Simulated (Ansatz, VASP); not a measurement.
# SbP3S4 in VASP and in Ansatz

Contents of INCAR:

```
SYSTEM = SbP3S4
ALGO = Normal
EDIFF = 1E-6
EDIFFG = -0.04
ENCUT = 600
GGA = PE
IBRION = 2
ISIF = 3
ISMEAR = 0
LASPH = .True.
LCHARG = .False.
LREAL = .False.
LWAVE = .False.
NELM = 100
NSW = 90
PREC = Accurate
SIGMA = 0.1
```

Contents of KPOINTS:

```
k-points
0
Gamma
  4 4 4
  0 0 0
```

The input POSCAR:

```
SbP3S4
1.0
    5.7305650409      0.0000000000      0.0000000000
    0.0000000000      5.7305650409      0.0000000000
    0.0000000000      0.0000000000      5.7305650409
Sb P S
1 3 4
Direct
    0.0000000000      0.0000000000      0.0000000000
    0.5000000000      0.0000000000      0.0000000000
    0.0000000000      0.5000000000      0.0000000000
    0.0000000000      0.0000000000      0.5000000000
    0.2350000000      0.2350000000      0.2350000000
    0.2350000000      0.7650000000      0.7650000000
    0.7650000000      0.7650000000      0.2350000000
    0.7650000000      0.2350000000      0.7650000000
```

Input for Ansatz:

```yaml
crystal:
  lattice:
    - [5.7305650409, 0.0, 0.0]
    - [0.0, 5.7305650409, 0.0]
    - [0.0, 0.0, 5.7305650409]
  atoms:
    - { symbol: Sb, position: [0.0, 0.0, 0.0] }
    - { symbol: P, position: [0.5, 0.0, 0.0] }
    - { symbol: P, position: [0.0, 0.5, 0.0] }
    - { symbol: P, position: [0.0, 0.0, 0.5] }
    - { symbol: S, position: [0.235, 0.235, 0.235] }
    - { symbol: S, position: [0.235, 0.765, 0.765] }
    - { symbol: S, position: [0.765, 0.765, 0.235] }
    - { symbol: S, position: [0.765, 0.235, 0.765] }
basis:
  ecutwfc: 420
kpoints:
  mp_grid: { grid: [4, 4, 4] }
hamiltonian:
  xc: pbe
scf:
  occupations: { method: gaussian, width: 0.1 }
  lower_state_search: "off"
output:
  forces: true
  stress: true
  eigenvalues: true
relax:
  adjacent_minimum: "off"
  f_tol: 0.04
  max_steps: 70
  cell: { stress_tol: 0.4 }
```

Alike in both runs: task relaxation of cell and atoms; functional PBE; k mesh 4 × 4 × 4; occupations gaussian, width 0.1 eV; no spin polarisation.

|  | VASP | Ansatz |
| --- | --- | --- |
| version | VASP 6.6.1 | Ansatz 0.2.0 |
| potentials or method | VASP PAW PBE potentials, release 64 (Sb, P, S), cutoff 600 eV | scalar-relativistic, plane waves, PAW |
| valence electrons in the cell | 44 | 54 |

```tsv
	VASP	Ansatz	Ansatz less VASP
gap on the k mesh at the Fermi level, each at its own relaxed structure (eV)	none	none	-
relaxed volume (Å³/atom)	31.58	31.27	-0.306
relaxed cell length with the largest relative difference (Å)	6.322	6.301	-0.0205
```

A gap of «none» marks a metal or a gap that the smearing closes. VASP's potentials hold 44 valence electrons a cell and Ansatz's 54, so a difference there can come from the potentials and not from the codes.

Neither program's run includes spin-orbit coupling. Noted on VASP's run: the volume moved by over 15 % at a fixed basis, so the end points are rough.
